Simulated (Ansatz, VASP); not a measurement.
**Sr in VASP and in Ansatz**

INCAR

```
ALGO = Normal
EDIFF = 1E-6
ENCUT = 520
ISIF = 2
ISMEAR = -1
LASPH = True
LCHARG = False
LREAL = False
LWAVE = False
NBANDS = 11
NELM = 80
PREC = Accurate
SIGMA = 0.05
```

The input KPOINTS:

```
k-points
0
Gamma
  10 10 10
```

POSCAR

```
Sr
1.0
    2.6853814450      0.0000000000      0.0000000000
    0.0000000000      2.6853814450      0.0000000000
    0.0000000000      0.0000000000      2.6853814450
Sr
1
Direct
    0.0000000000      0.0000000000      0.0000000000
```

Input for Ansatz:

```yaml
crystal:
  lattice:
    - [2.685381445, 0.0, 0.0]
    - [0.0, 2.685381445, 0.0]
    - [0.0, 0.0, 2.685381445]
  atoms:
    - { symbol: Sr, position: [0.0, 0.0, 0.0] }
kpoints:
  mp_grid: { grid: [10, 10, 10] }
  band_path:
    path:
      - [0.0, 0.0, 0.0]
      - [0.0, 0.5, 0.0]
      - [0.5, 0.5, 0.0]
      - [0.0, 0.0, 0.0]
      - [0.5, 0.5, 0.5]
      - [0.0, 0.5, 0.0]
      - [0.5, 0.5, 0.5]
      - [0.5, 0.5, 0.0]
    npoints: 8
scf:
  occupations: { method: fermi_dirac, width: 0.05 }
hamiltonian:
  xc: lda
  pseudopotentials: { kind: all_electron, lapw: { basis_error: 0.001 } }
output:
  forces: true
  stress: true
  eigenvalues: true
  populations: true
  dos: { projected: true, de: 0.2, e_range: [-14, 8] }
```

Change from the starting cell: volume scaled by 0.4, LAPW.

Alike in both runs: task single point; functional LDA; k mesh 10 × 10 × 10; occupations fermi-dirac, width 0.05 eV; no spin polarisation.

|  | VASP | Ansatz |
| --- | --- | --- |
| version | VASP 6.6.1 | Ansatz 0.2.0 |
| potentials or method | VASP PAW LDA potentials, release 64 (Sr_sv), cutoff 520 eV | all-electron LAPW, scalar-relativistic |

VASP gave:

- pressure (GPa): 48.0

Problem. Which values does Ansatz return?

Solution. Pressure (GPa): 46.1.

LDA's correlation is that of Perdew and Zunger in VASP and of Perdew and Wang (1992) in Ansatz. Both programs put the cell under a high pressure, so it lies far from rest at this level. Ansatz ran all-electron here, and VASP with PAW potentials.
